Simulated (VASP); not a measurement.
Set up this calculation in VASP 6.6.1, as the native input.

* Task: single point
* Functional: PBE
* Potentials or basis: VASP PAW PBE potentials, release 64 (Li_sv, Rh_pv)
* Cutoff: 520 eV
* k mesh: 8 × 8 × 8
* Occupations: gaussian, width 0.1 eV
* Spin: no spin polarisation
* Dipole correction: no
* Further INCAR settings: ALGO = Normal; EDIFF = 1e-07; NBANDS = 24

The structure of LiRh2 lies in POSCAR:

```
LiRh2
1.0
   -1.4704011518      1.4704011518      4.7842761101
    1.4704011518     -1.4704011518      4.7842761101
    1.4704011518      1.4704011518     -4.7842761101
Li Rh
1 2
Direct
    0.0000000000      0.0000000000      0.0000000000
    0.3400000000      0.3400000000      0.0000000000
    0.6600000000      0.6600000000      0.0000000000
```

The input as run:

INCAR

```
SYSTEM = LiRh2
PREC = Accurate
ENCUT = 520
EDIFF = 1E-7
ISMEAR = 0
SIGMA = 0.1
LREAL = .FALSE.
LASPH = .TRUE.
NELM = 100
ALGO = Normal
ISIF = 2
LWAVE = .FALSE.
LCHARG = .FALSE.
GGA = PE
NBANDS = 24
```

KPOINTS

```
regular mesh
0
G
  8 8 8
  0 0 0
```

Potentials or basis: VASP PAW PBE potentials, release 64 (Li_sv, Rh_pv).

Launch:

```bash
$ cat potpaw_PBE.64/Li_sv/POTCAR potpaw_PBE.64/Rh_pv/POTCAR > POTCAR
$ mpirun -np 1 vasp_std > vasp.out
```

Results of the run:

| Property | Result |
| --- | --- |
| Largest force | 0.180 eV/Å |

Caveat: the k points lie up to 0.38 Å⁻¹ apart.

It took 100 s on 1 thread of Intel(R) Xeon(R) Platinum 8259CL CPU @ 2.50GHz (Skylake/Cascade Lake), with other jobs on the host, peak memory 0.26 GiB.
